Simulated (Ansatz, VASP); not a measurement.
## Two plane-wave programs on Zn5O

The input INCAR:

```
PREC     = Accurate       # precision mode
ENCUT    = 520            # plane-wave cutoff, eV
EDIFF    = 1E-6           # SCF threshold, eV
ISMEAR   = 0              # smearing method
SIGMA    = 0.1            # smearing width, eV
LREAL    = False          # projectors in reciprocal space
LASPH    = True           # aspherical terms in the spheres
NELM     = 150            # most SCF steps
ALGO     = Normal         # electronic algorithm
ISIF     = 2              # what is computed and relaxed
LWAVE    = False          # write WAVECAR
LCHARG   = True           # write CHGCAR
ISPIN    = 2              # spin polarisation
MAGMOM   = 0 0 0 0 0 1    # initial moments
LORBIT   = 11             # projections on sites
GGA      = PE             # functional
LELF     = True           # ELF
LVHAR    = True         
NBANDS   = 46             # bands
```

KPOINTS

```
Automatic mesh
0
Gamma
  6 6 4
```

POSCAR

```
Zn5O
1.0
    4.9898416340      0.0000000000      0.0000000000
   -2.4949208170      4.3213296159      0.0000000000
    0.0000000000      0.0000000000      6.1986678100
Zn O
5 1
Direct
    0.0000000000      0.0000000000      0.7109986161
    0.5000000000      0.0000000000      0.5000000000
    0.0000000000      0.5000000000      0.5000000000
    0.5000000000      0.5000000000      0.5000000000
    0.0000000000      0.0000000000      0.2890013839
    0.0000000000      0.0000000000      0.0000000000
```

Input for Ansatz:

```yaml
crystal:
  lattice:
    - [4.989841634, 0.0, 0.0]
    - [-2.494920817, 4.3213296159, 0.0]
    - [0.0, 0.0, 6.19866781]
  atoms:
    - { symbol: Zn, position: [0.0, 0.0, 0.7109986161] }
    - { symbol: Zn, position: [0.5, 0.0, 0.5] }
    - { symbol: Zn, position: [0.0, 0.5, 0.5] }
    - { symbol: Zn, position: [0.5, 0.5, 0.5] }
    - { symbol: Zn, position: [0.0, 0.0, 0.2890013839] }
    - { symbol: O, position: [0.0, 0.0, 0.0], spin: 1.0 }
basis:
  ecutwfc: 420
kpoints:
  mp_grid: { grid: [6, 6, 4] }
hamiltonian:
  xc: pbe
scf:
  occupations: { method: gaussian, width: 0.1 }
  lower_state_search: "off"
output:
  forces: true
  stress: true
  eigenvalues: true
  populations: true
magnetization:
  spin_polarized: true
```

Alike in both runs: task single point; functional PBE; k mesh 6 × 6 × 4; occupations gaussian, width 0.1 eV; collinear spin.

|  | VASP | Ansatz |
| --- | --- | --- |
| version | VASP 6.6.1 | Ansatz 0.2.0 |
| potentials or method | VASP PAW PBE potentials, release 64 (Zn, O), cutoff 520 eV | scalar-relativistic, plane waves, PAW |
| valence electrons in the cell | 66 | 66 |

Ansatz gave:

* gap on the k mesh at the Fermi level (eV): none
* pressure (GPa): 0.0
* traceless stress, the component that is largest in VASP (GPa): -0.08
* rms of the force components (eV/Å): 0.006
* net moment per atom (μB): 0.00

Task: Which values does VASP return?

Result: gap on the k mesh at the Fermi level (eV): none; pressure (GPa): 0.3; traceless stress, the component that is largest in VASP (GPa): 0.29; rms of the force components (eV/Å): 0.048; net moment per atom (μB): 0.00.

Atom by atom the forces differ by 0.042 eV/Å (rms over components). A gap of «none» marks a metal or a gap that the smearing closes. The functional is the same, so the differences come from potentials, cutoffs and numerics. Ansatz's warnings: seeded moment not kept.
